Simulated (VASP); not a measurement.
# Si (P6_3/mmc) in VASP: relaxation of cell and atoms with r2SCAN

Aim: the relaxation of cell and atoms of Si with r2SCAN.

Program: VASP 6.6.1. These are calculated values, not measurements. Logs are shortened: lines on timing, memory, paths and dates and some standing lists are left out, and cuts for length are marked.

## Step 1: The cell of the first run

It takes space group P6_3/mmc (No. 194, hexagonal). Conventional cell: a = 2.769 Å, b = 2.769 Å, c = 9.044 Å, α = 90.00°, β = 90.00°, γ = 120.00°. Si (site symmetry -3m) has 12 Si at 2.77 Å within 3.6 Å. Si (site symmetry -6m2) has 12 Si at 2.77 Å within 3.6 Å.

## Step 2: Relaxation of cell and atoms, r2SCAN

File POSCAR:

```
Si
1.0
    2.7691764586      0.0000000000      0.0000000000
   -1.3845882293      2.3981771607      0.0000000000
    0.0000000000      0.0000000000      9.0441303138
Si
4
Direct
    0.0000000000      0.0000000000      0.0000000000
    0.0000000000      0.0000000000      0.5000000000
    0.3333333333      0.6666666667      0.2500000000
    0.6666666667      0.3333333333      0.7500000000
```

File INCAR.step1:

```
PREC     = Accurate       # precision mode
ENCUT    = 600            # plane-wave cutoff, eV
ISMEAR   = -1             # smearing method
SIGMA    = 0.1            # smearing width, eV
LREAL    = F              # projectors in reciprocal space
LASPH    = T              # aspherical terms in the spheres
NELM     = 60             # most SCF steps
GGA      = PE             # functional
ALGO     = Normal         # electronic algorithm
EDIFF    = 1E-4           # SCF threshold, eV
LWAVE    = T              # write WAVECAR
LCHARG   = F              # write CHGCAR
```

File INCAR.step2:

```
PREC     = Accurate       # precision mode
ENCUT    = 600            # plane-wave cutoff, eV
EDIFF    = 1E-6           # SCF threshold, eV
ISMEAR   = -1             # smearing method
SIGMA    = 0.1            # smearing width, eV
LREAL    = F              # projectors in reciprocal space
LASPH    = T              # aspherical terms in the spheres
NELM     = 60             # most SCF steps
ALGO     = Normal         # electronic algorithm
ISIF     = 3              # what is computed and relaxed
LWAVE    = F              # write WAVECAR
LCHARG   = F              # write CHGCAR
METAGGA  = R2SCAN         # meta-GGA
LMIXTAU  = T            
IBRION   = 2              # ionic algorithm
NSW      = 80             # ionic steps
EDIFFG   = -0.01          # ionic threshold
ISTART   = 1
```

File KPOINTS:

```
Automatic mesh
0
Gamma
  13 13 4
```

Potentials or basis: VASP PAW PBE potentials, release 64 (Si).

Launch:

```console
$ cat potpaw_PBE.64/Si/POTCAR > POTCAR
$ cp INCAR.step1 INCAR
$ mpirun -np 1 vasp_std > vasp.out
$ cp INCAR.step2 INCAR
$ mpirun -np 1 vasp_std > vasp.out
```

OUTCAR:

```text
PREC = Accurate
   ENCUT = 600
   EDIFF = 1E-6
   ISMEAR = -1
   LREAL = F
   LASPH = T
   NELM = 60
   ISIF = 3
   METAGGA = R2SCAN
   IBRION = 2
   NSW = 80
   EDIFFG = -0.01
   ISTART = 1

 ion  position               nearest neighbor table
   1  0.000  0.000  0.000-   3 2.77   4 2.77   3 2.77   4 2.77   4 2.77   3 2.77
   2  0.000  0.000  0.500-   3 2.77   4 2.77   3 2.77   4 2.77   4 2.77   3 2.77
   3  0.333  0.667  0.250-   1 2.77   2 2.77   1 2.77   2 2.77   1 2.77   2 2.77
   4  0.667  0.333  0.750-   1 2.77   2 2.77   1 2.77   2 2.77   1 2.77   2 2.77

  LATTYP: Found a hexagonal cell.
 ALAT       =     2.7691764586
 C/A-ratio  =     3.2660000000

  Lattice vectors:

 A1 = (   2.7691764586,   0.0000000000,   0.0000000000)
 A2 = (  -1.3845882293,   2.3981771607,   0.0000000000)
 A3 = (   0.0000000000,   0.0000000000,   9.0441303138)

Analysis of symmetry for initial positions (statically):
=====================================================================
 Subroutine PRICEL returns:
 Original cell was already a primitive cell.

 Routine SETGRP: Setting up the symmetry group for a
 hexagonal supercell.

 Subroutine GETGRP returns: Found 24 space group operations
 (whereof 12 operations were pure point group operations)
 out of a pool of 24 trial point group operations.

The static configuration has the point symmetry D_3d.
 The point group associated with its full space group is D_6h.

Analysis of symmetry for dynamics (positions and initial velocities):
=====================================================================
 Subroutine PRICEL returns:
 Original cell was already a primitive cell.

 Routine SETGRP: Setting up the symmetry group for a
 hexagonal supercell.

 Subroutine GETGRP returns: Found 24 space group operations
 (whereof 12 operations were pure point group operations)
 out of a pool of 24 trial point group operations.

The dynamic configuration has the point symmetry D_3d.
 The point group associated with its full space group is D_6h.

 Subroutine INISYM returns: Found 24 space group operations
 (whereof 12 operations are pure point group operations),
 and found     1 'primitive' translations

----------------------------------------------------------------------------------------

                                     Primitive cell

  volume of cell :      60.0618

  direct lattice vectors                    reciprocal lattice vectors
     2.769176459  0.000000000  0.000000000     0.361118193  0.208491686  0.000000000
    -1.384588229  2.398177161  0.000000000     0.000000000  0.416983372  0.000000000
     0.000000000  0.000000000  9.044130314     0.000000000  0.000000000  0.110568951

  length of vectors
     2.769176459  2.769176459  9.044130314     0.416983372  0.416983372  0.110568951

  position of ions in fractional coordinates (direct lattice)
     0.000000000  0.000000000  0.000000000
     0.000000000  0.000000000  0.500000000
     0.333333333  0.666666667  0.250000000
     0.666666667  0.333333333  0.750000000

  ion indices of the primitive-cell ions
   primitive index   ion index
                 1           1
                 2           2
                 3           3
                 4           4

----------------------------------------------------------------------------------------

 KPOINTS: Automatic mesh

Automatic generation of k-mesh.
 Grid dimensions read from file:
 generate k-points for:   13   13    4

 Generating k-lattice:

  Cartesian coordinates                     Fractional coordinates (reciprocal lattice)
     0.027778323  0.016037822  0.000000000     0.076923077  0.000000000  0.000000000
     0.000000000  0.032075644  0.000000000     0.000000000  0.076923077  0.000000000
     0.000000000  0.000000000  0.027642238     0.000000000  0.000000000  0.250000000

  Length of vectors
     0.032075644  0.032075644  0.027642238

  Shift w.r.t. Gamma in fractional coordinates (k-lattice)
     0.000000000  0.000000000  0.000000000

 Subroutine IBZKPT returns following result:
 ===========================================

 Found     63 irreducible k-points:

 Following reciprocal coordinates:
            Coordinates               Weight
  0.000000  0.000000  0.000000      1.000000
  0.076923 -0.000000  0.000000      6.000000
  0.153846 -0.000000  0.000000      6.000000
  0.230769  0.000000  0.000000      6.000000
  0.307692 -0.000000  0.000000      6.000000
  0.384615 -0.000000  0.000000      6.000000
[... 16 lines left out ...]
  0.076923 -0.000000  0.250000     12.000000
  0.153846 -0.000000  0.250000     12.000000
 [... further k-points ...]
   k-points           NKPTS =     63   k-points in BZ     NKDIM =     63   number of bands    NBANDS=     12
   number of dos      NEDOS =    301   number of ions     NIONS =      4
   total plane-waves  NPLWV =  41472
   dimension x,y,z NGX =    24 NGY =   24 NGZ =   72
   dimension x,y,z NGXF=    48 NGYF=   48 NGZF=  144
   ions per type =               4
   NGX,Y,Z   is equivalent  to a cutoff of  14.41, 14.41, 13.23 a.u.
   NGXF,Y,Z  is equivalent  to a cutoff of  28.82, 28.82, 26.47 a.u.
 SYSTEM =  unknown system
   PREC   = accura    normal or accurate (medium, high low for compatibility)
   ISTART =      1    job   : 0-new  1-cont  2-samecut
   ICHARG =      0    charge: 1-file 2-atom 10-const
   ISPIN  =      1    spin polarized calculation?
   LNONCOLLINEAR =      F non collinear calculations
   LSORBIT =      F    spin-orbit coupling
   LASPH  =      T    aspherical Exc in radial PAW
   ENCUT  =  600.0 eV  44.10 Ry    6.64 a.u.   5.53  5.53 18.06*2*pi/ulx,y,z
   NELM   =     60;   NELMIN=  2; NELMDL=  0     # of ELM steps
   EDIFF  = 0.1E-05   stopping-criterion for ELM
   LREAL  =      F    real-space projection
   EDIFFG = -.1E-01   stopping-criterion for IOM
   NSW    =     80    number of steps for IOM
   IBRION =      2    ionic relax: 0-MD 1-quasi-New 2-CG
   NFREE  =      1    steps in history (QN), initial steepest desc. (CG)
   ISIF   =      3    stress and relaxation
   ISYM   =      2    0-nonsym 1-usesym 2-fastsym
   POTIM  = 0.5000    time-step for ionic-motion
   TEBEG  =    0.0;   TEEND  =   0.0 temperature during run
   PSTRESS=    0.0 pullay stress
   NELECT =      16.0000    total number of electrons
   NUPDOWN=      -1.0000    fix difference up-down
   EMIN   =  10.00;   EMAX   =-10.00  energy-range for DOS
   EFERMI =   0.00;   METHOD = LEGACY
   ISMEAR =    -1;   SIGMA  =   0.10  broadening in eV -4-tet -1-fermi 0-gaus
   EFERMI_NEDOS =   21; number of points for ismear=-14 and -15
   IALGO  =     38    algorithm
   IMIX   =      4    mixing-type and parameters
     AMIX     =   0.40;   BMIX     =  1.00
     AMIX_MAG =   1.60;   BMIX_MAG =  1.00
  volume/ion in A,a.u.               =      15.02       101.33
  Fermi-wavevector in a.u.,A,eV,Ry     =   1.053372  1.990585 15.096934  1.109593
  Thomas-Fermi vector in A             =   2.188491
   LORBIT       =      0    0 simple, 1 ext, 2 COOP (PROOUT), +10 PAW based schemes
   METAGGA = R2SCAN    functional components
   LHFCALC =     F    Hartree Fock is set to
   AEXX    =    0.0000 exact exchange contribution
   IVDW    =     0    specifies the selected vdW correction
   LEPSILON=     F    determine dielectric tensor
   LRPA    =     F    only Hartree local field effects (RPA)
 conjugate gradient relaxation of ions
 non-spin polarized calculation
  energy-cutoff  :      600.00
  volume of cell :       60.06
 maximum number of plane-waves:      2046
 NGX is ok and might be reduce to    24
   NGX = 11   NGY = 11   NGZ = 37

--------------------------------------- Ionic step        1  -------------------------------------------

 number of electron      16.0000001 magnetization

 Free energy of the ion-electron system (eV)
  ---------------------------------------------------
  ext. energy  EPLUGINS =         0.00000000
  ---------------------------------------------------
  free energy    TOTEN  =       -32.09153545 eV

  energy without entropy =      -32.04121007  energy(sigma->0) =      -32.06637276

 E-fermi :   9.6702     XC(G=0): -11.8087

 val. band max:        9.6398709058   @ k =   0.3077   0.3077   0.0000
 cond. band min:       9.7030595225   @ k =   0.3846   0.1538   0.0000
 fundamental gap:      0.0631886167
 Fermi energy:         9.6702400854

 k-point     1 :       0.0000    0.0000    0.0000
  band No.  band energies     occupation
      1      -5.2897      2.00000
      2      -3.4078      2.00000
      3      -3.4078      2.00000
      4       1.8045      2.00000
      5       2.5179      2.00000
      6      11.0845      0.00000
      7      11.0858      0.00000
      8      18.2708      0.00000
      9      18.2708      0.00000
     10      18.8786      0.00000
     11      18.8786      0.00000
     12      19.5746      0.00000
[... 331 lines left out ...]
 k-point    24 :       0.1538   -0.0000    0.2500
  band No.  band energies     occupation
      1      -4.5368      2.00000
      2      -3.5967      2.00000
      3      -1.7300      2.00000
      4       1.0249      2.00000
      5       4.7317      2.00000
      6       9.1497      1.98909
      7      13.1746      0.00000
      8      13.9316      0.00000
      9      14.4286      0.00000
     10      15.6885      0.00000
     11      15.9084      0.00000
     12      16.7132      0.00000

 [... further k-points ...]
[... 5 lines left out ...]
  --------------------------------------------------------------------------------------
  -------------------------------------------------------------------------------------
  Total       -2.5273063     -2.5273063     -1.8969314      0.0000000      0.0000000      0.0000000
  in kB      -67.4170522    -67.4170522    -50.6015128      0.0000000      0.0000000      0.0000000
  external PRESSURE =     -61.8118724 kB  Pullay stress =       0.0000000 kB
[... 213 lines left out ...]
  energy  without entropy=      -32.1526803601  energy(sigma->0) =      -32.17562284

--------------------------------------- Ionic step        7  -------------------------------------------

 number of electron      16.0000000 magnetization

 Free energy of the ion-electron system (eV)
  ---------------------------------------------------
  ext. energy  EPLUGINS =         0.00000000
  ---------------------------------------------------
  free energy    TOTEN  =       -32.19867506 eV

  energy without entropy =      -32.15298059  energy(sigma->0) =      -32.17582783

 E-fermi :  10.8379     XC(G=0): -12.1956

 val. band max:       10.8048131764   @ k =   0.2308   0.2308   0.2500
 cond. band min:      10.9731293526   @ k =   0.1538   0.1538   0.2500
 fundamental gap:      0.1683161761
 Fermi energy:        10.8379240430

 k-point     1 :       0.0000    0.0000    0.0000
  band No.  band energies     occupation
      1      -4.9829      2.00000
      2      -3.0386      2.00000
      3      -3.0318      2.00000
      4       2.4515      2.00000
      5       2.9784      2.00000
      6      11.9381      0.00003
      7      11.9394      0.00003
      8      20.4863      0.00000
      9      20.4863      0.00000
     10      21.0120      0.00000
     11      21.0120      0.00000
     12      21.9361      0.00000
[... 331 lines left out ...]
 k-point    24 :       0.1538   -0.0000    0.2500
  band No.  band energies     occupation
      1      -4.1806      2.00000
      2      -3.2079      2.00000
      3      -1.2765      2.00000
      4       1.5801      2.00000
      5       5.3755      2.00000
      6       9.9510      1.99972
      7      14.6794      0.00000
      8      15.2998      0.00000
      9      15.8520      0.00000
     10      17.4197      0.00000
     11      17.7694      0.00000
     12      18.6054      0.00000

 [... further k-points ...]
[... 5 lines left out ...]
  --------------------------------------------------------------------------------------
  -------------------------------------------------------------------------------------
  Total        0.0226435      0.0226435      0.0200311      0.0000000      0.0000000      0.0000000
  in kB        0.6585889      0.6585889      0.5826078      0.0000000      0.0000000      0.0000000
  external PRESSURE =       0.6332618 kB  Pullay stress =       0.0000000 kB
[... 19 lines left out ...]
  FREE ENERGIE OF THE ION-ELECTRON SYSTEM (eV)
  ---------------------------------------------------
  free  energy   TOTEN  =       -32.1986750638 eV

  energy  without entropy=      -32.1529805921  energy(sigma->0) =      -32.17582783

 reached required accuracy - stopping structural energy minimisation
```

Wall time 8.4 min (1 thread of Intel Xeon Platinum 8259CL at 2.50GHz (Skylake/Cascade Lake), shared host); peak memory 0.22 GiB.

What came out:

```yaml
Free_energy: -32.1987 eV
Relaxed_volume: 13.77 Å³/atom
Relaxed_cell: a = 2.675 Å, b = 2.675 Å, c = 8.886 Å, α = 90.00°, β = 90.00°, γ = 120.00°
Space_group_after_relaxing_to_0.05_Å: P6_3/mmc (No. 194)
Energy_gained_by_relaxing: 26.8 meV/atom
Ionic_steps: 7
Pressure_after_relaxing: 0.1 GPa
```

Step by step:
| step | energy change (eV) | largest force (eV/Å) | pressure (GPa) | volume (Å³) |
| --- | --- | --- | --- | --- |
| 1 | 0.0000 | 0.0000 | -6.18 | 60.06 |
| 2 | -0.1057 | 0.0000 | -0.08 | 55.16 |
| 3 | -0.1057 | 0.0000 | 0.06 | 55.06 |
| 4 | -0.1069 | 0.0000 | 0.07 | 55.08 |
| 5 | -0.1071 | 0.0000 | 0.07 | 55.08 |
| 6 | -0.1070 | 0.0000 | 0.06 | 55.09 |
| 7 | -0.1071 | 0.0000 | 0.06 | 55.09 |

Final structure:
```cif
data_structure
_symmetry_space_group_name_H-M 'P 1'
_symmetry_Int_Tables_number 1
_cell_length_a 2.6754
_cell_length_b 2.6754
_cell_length_c 8.8864
_cell_angle_alpha 90.000
_cell_angle_beta 90.000
_cell_angle_gamma 120.000
_cell_volume 55.09
loop_
_atom_site_label
_atom_site_type_symbol
_atom_site_fract_x
_atom_site_fract_y
_atom_site_fract_z
_atom_site_occupancy
Si1 Si 0.00000 0.00000 0.00000 1
Si2 Si 0.00000 0.00000 0.50000 1
Si3 Si 0.33333 0.66667 0.25000 1
Si4 Si 0.66667 0.33333 0.75000 1
```

Levels at points of the mesh, in eV from the Fermi level:
| k point | band 4 | band 5 | band 6 | band 7 | band 8 | band 9 | band 10 | band 11 | band 12 |
| --- | --- | --- | --- | --- | --- | --- | --- | --- | --- |
| (0.00, 0.00, 0.00) | -8.39 | -7.86 | 1.10 | 1.10 | 9.65 | 9.65 | 10.17 | 10.17 | 11.10 |
| (0.00, 0.00, 0.50) | -11.47 | -3.91 | -3.91 | 6.74 | 6.74 | 9.95 | 9.95 | 9.95 | 9.95 |

Caveat: the bands computed are all filled at some k points, so no gap is given; the PAW data sets were made with another functional, which shifts forces and pressure a little.
